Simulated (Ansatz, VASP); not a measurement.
## BN: VASP beside Ansatz

```
B N
1.0
     2.50611    0.00000    0.00000
    -1.25306    2.17036    0.00000
     0.00000    0.00000    6.59240
B N
2 2
Direct
  0.81729 0.98033 0.50000
  0.50304 0.65972 0.00000
  0.17502 0.00536 0.00000
  0.50169 0.34852 0.50000
```

Change from the starting cell: mode 4 frozen in at -0.434 Å and mode 10 at -0.043 Å (largest displacements).

Alike in both runs: task single point; functional PBE; dispersion D3(BJ); k mesh 12 × 12 × 4; occupations methfessel-paxton of order 1, width 0.05 eV; no spin polarisation.

```csv
,VASP,Ansatz
version,VASP 6.6.1,Ansatz 0.2.0
potentials or method,"VASP PAW PBE potentials, release 64 (B, N), cutoff 520 eV","scalar-relativistic, plane waves, PAW"
valence electrons in the cell,16,16
```

|  | VASP | Ansatz | Ansatz less VASP |
| --- | --- | --- | --- |
| gap on the k mesh at the Fermi level (eV) | 3.64 | 3.65 | +0.008 |
| least direct gap on the mesh (eV) | 3.87 | 3.88 | +0.004 |
| pressure (GPa) | 1.6 | 1.5 | -0.02 |
| traceless stress, the component that is largest in VASP (GPa) | 6.82 | 6.72 | -0.093 |
| rms of the force components (eV/Å) | 1.482 | 1.485 | +0.0033 |

Atom by atom the forces differ by 0.003 eV/Å (rms over components).
